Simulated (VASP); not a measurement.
# WC (P1) in VASP: electric field gradients with PBEsol

Aim: the electric field gradients of WC with PBEsol.

Program: VASP 6.6.1. These are calculated values, not measurements. Logs are shortened: lines on timing, memory, paths and dates and some standing lists are left out, and cuts for length are marked.

## 1. The cell of the first run

The typed cell holds 2 atoms: a = 2.901 Å, b = 2.926 Å, c = 2.829 Å, α = 90.41°, β = 91.14°, γ = 120.85°.

## 2. Electric field gradients, PBEsol (equal xy, yz and zx shear strains of -2 %)

File INCAR:

```
SYSTEM = WC
  PREC = Accurate
  ENCUT = 520
  EDIFF = 1E-8
  ISMEAR = -1
  SIGMA = 0.05
  LREAL = .FALSE.
  LASPH = .TRUE.
  NELM = 60
  ALGO = Normal
  ISIF = 2
  LWAVE = .FALSE.
  LCHARG = .FALSE.
  GGA = PS
  LEFG = .TRUE.
  NBANDS = 16
```

File KPOINTS:

```
Automatic mesh
0
G
  13 13 12
  0 0 0
```

File POSCAR:

```
WC
1.0
    2.9005014360     -0.0290050144     -0.0290050144
   -1.4753697973      2.5264104345     -0.0106165721
   -0.0282900000     -0.0282900000      2.8290000000
W C
1 1
Direct
    0.0000000000      0.0000000000      0.0000000000
    0.6666666667      0.3333333333      0.5000000000
```

Potentials or basis: VASP PAW PBE potentials, release 64 (W_sv, C).

The run is started by

```console
$ cat potpaw_PBE.64/W_sv/POTCAR potpaw_PBE.64/C/POTCAR > POTCAR
$ mpirun -np 1 vasp_std > vasp.out
```

OUTCAR:

```text
SYSTEM = WC
   PREC = Accurate
   ENCUT = 520
   EDIFF = 1E-8
   ISMEAR = -1
   LREAL = .FALSE.
   LASPH = .TRUE.
   NELM = 60
   ISIF = 2
   GGA = PS

 ion  position               nearest neighbor table
   1  0.000  0.000  0.000-   2 2.15   2 2.17   2 2.20   2 2.21   2 2.21   2 2.21
   2  0.667  0.333  0.500-   1 2.15   1 2.17   1 2.20   1 2.21   1 2.21   1 2.21

  LATTYP: Found a triclinic cell.
 ALAT       =     2.9256757226
 B/A-ratio  =     1.7173188991
 C/A-ratio  =     1.3987159166
 COS(alpha) =     0.0003476712
 COS(beta)  =     0.3585336243
 COS(gamma) =     0.8685228474

  Lattice vectors:

 A1 = (   1.4753697973,  -2.5264104345,   0.0106165721)
 A2 = (   0.0502381586,  -5.0238158546,   0.0502381586)
 A3 = (   2.9287914360,  -0.0007150144,  -2.8580050144)

Analysis of symmetry for initial positions (statically):
=====================================================================
 Subroutine PRICEL returns:
 Original cell was already a primitive cell.

 Routine SETGRP: Setting up the symmetry group for a
 triclinic supercell.

 Subroutine GETGRP returns: Found  1 space group operations
 (whereof  1 operations were pure point group operations)
 out of a pool of  2 trial point group operations.

The static configuration has the point symmetry C_1 .

Analysis of symmetry for dynamics (positions and initial velocities):
=====================================================================
 Subroutine PRICEL returns:
 Original cell was already a primitive cell.

 Routine SETGRP: Setting up the symmetry group for a
 triclinic supercell.

 Subroutine GETGRP returns: Found  1 space group operations
 (whereof  1 operations were pure point group operations)
 out of a pool of  2 trial point group operations.

The dynamic configuration has the point symmetry C_1 .

 Subroutine INISYM returns: Found  1 space group operations
 (whereof  1 operations are pure point group operations),
 and found     1 'primitive' translations

----------------------------------------------------------------------------------------

                                     Primitive cell

[... 126 lines left out ...]
   NGX = 11   NGY = 11   NGZ = 11

 number of electron      18.0000000 magnetization

 Free energy of the ion-electron system (eV)
  ---------------------------------------------------
  ext. energy  EPLUGINS =         0.00000000
  ---------------------------------------------------
  free energy    TOTEN  =       -23.87820157 eV

  energy without entropy =      -23.87581191  energy(sigma->0) =      -23.87700674

 E-fermi :  11.0471     XC(G=0): -13.9662

 val. band max:       11.0467465092   @ k =  -0.1538   0.0769   0.5000
 cond. band min:      11.0517267407   @ k =   0.3077   0.4615   0.0000
 fundamental gap:      0.0049802316
 Fermi energy:        11.0471428663

 k-point     1 :       0.0000    0.0000    0.0000
  band No.  band energies     occupation
      1     -62.8812      2.00000
      2     -26.8676      2.00000
      3     -26.7844      2.00000
      4     -26.7436      2.00000
      5      -3.4486      2.00000
      6       6.6668      2.00000
[... 433 lines left out ...]
      3     -26.9889      2.00000
      4     -26.7766      2.00000
      5      -0.9794      2.00000
      6       4.8013      2.00000
[... 8 lines left out ...]
     15      26.0789      0.00000
     16      28.1621      0.00000

 [... further k-points ...]

------------------------ aborting loop because EDIFF is reached ----------------------------------------

  FORCE on cell =-STRESS in cart. coord.  units (eV):
  Direction    XX          YY          ZZ          XY          YZ          ZX
  --------------------------------------------------------------------------------------
  -------------------------------------------------------------------------------------
  Total        0.1216020      0.1296772      0.1222013      0.6602366      0.8456464      0.8464843
  in kB        9.4552452     10.0831361      9.5018436     51.3371324     65.7537965     65.8189456
  external PRESSURE =       9.6800750 kB  Pullay stress =       0.0000000 kB

 VOLUME and BASIS-vectors are now :
 -----------------------------------------------------------------------------
  energy-cutoff  :      520.00
  volume of cell :       20.61
      direct lattice vectors                 reciprocal lattice vectors
     2.900501436 -0.029005014 -0.029005014     0.346848668  0.202575311  0.005494240
    -1.475369797  2.526410434 -0.010616572     0.004022063  0.398184205  0.004022063
    -0.028290000 -0.028290000  2.829000000     0.003571245  0.003571245  0.353553221

 POSITION                                       TOTAL-FORCE (eV/Angst)
 -----------------------------------------------------------------------------------
      0.00000      0.00000      0.00000        -0.140087      0.000978     -0.025745
      1.42773      0.80866      1.39162         0.140087     -0.000978      0.025745
 -----------------------------------------------------------------------------------
    total drift:                                0.000034     -0.000020      0.000013

  FREE ENERGIE OF THE ION-ELECTRON SYSTEM (eV)
  ---------------------------------------------------
  free  energy   TOTEN  =       -23.8782015685 eV

  energy  without entropy=      -23.8758119056  energy(sigma->0) =      -23.87700674

 Electric field gradients (V/A^2)
---------------------------------------------------------------------
 ion       V_xx      V_yy      V_zz      V_xy      V_xz      V_yz
---------------------------------------------------------------------
   1      72.141    74.706  -146.847   -20.359   -42.867   -42.800
   2      -0.066    -0.099     0.165    -0.790    -1.985    -1.979
---------------------------------------------------------------------

 Electric field gradients after diagonalization (V/A^2)
 (convention: |V_zz| > |V_xx| > |V_yy|)
----------------------------------------------------------------------
 ion       V_xx      V_yy      V_zz     asymmetry (V_yy - V_xx)/ V_zz
----------------------------------------------------------------------
   1      93.845    69.925  -163.770       0.146
   2       2.497     0.708    -3.205       0.558
----------------------------------------------------------------------

           NMR quadrupolar parameters

 Cq : quadrupolar parameter    Cq=e*Q*V_zz/h
 eta: asymmetry parameters     (V_yy - V_xx)/ V_zz
 Q  : nuclear electric quadrupole moment in mb (millibarn)
----------------------------------------------------------------------
 ion       Cq(MHz)       eta       Q (mb)
----------------------------------------------------------------------
   1      -0.396       0.146       1.000
   2      -0.008       0.558       1.000
----------------------------------------------------------------------
```

Wall time 3.7 min (1 thread of Intel Xeon 8259CL, shared host); peak memory 0.43 GiB.

Results:

```
Free energy                             : -23.8782 eV
Pressure                                : 1.0 GPa
Largest force                           : 0.142 eV/Å
Band gap on the k mesh                  : zero (bands 9 and 10 overlap by 1.18 eV)
Largest electric field gradient by atom : W -163.8; C -3.2 V/Å²
```

Forces on the atoms (eV/Å):
```
W   -0.140  0.001 -0.026
C    0.140 -0.001  0.026
```

Levels at points of the mesh, in eV from the Fermi level:
```
           k point  band 5  band 6  band 7  band 8  band 9  band 10  band 11  band 12  band 13  band 14
(0.00, 0.00, 0.00)  -14.50   -4.38   -3.54   -3.21    0.11     3.18     3.23     5.62     5.81     6.46
(0.00, 0.00, 0.50)  -10.37   -8.73   -2.09   -2.00   -0.80    -0.42     3.72     4.40     4.66    10.01
```

Electric field gradients, principal values (V/Å²):
| atom | least | middle | greatest (by size) |
| --- | --- | --- | --- |
| 1 W | 69.925 | 93.845 | -163.770 |
| 2 C | 0.708 | 2.497 | -3.205 |

Caveat: the cell differs from its parent crystal (equal xy, yz and zx shear strains of -2 %); without QUAD_EFG the Cq values of the log hold for a quadrupole moment of 1 mb, not for the nuclei; the PAW data sets were made with another functional, which shifts forces and pressure a little; spin-orbit coupling is left out, which moves the levels of the heavy elements.
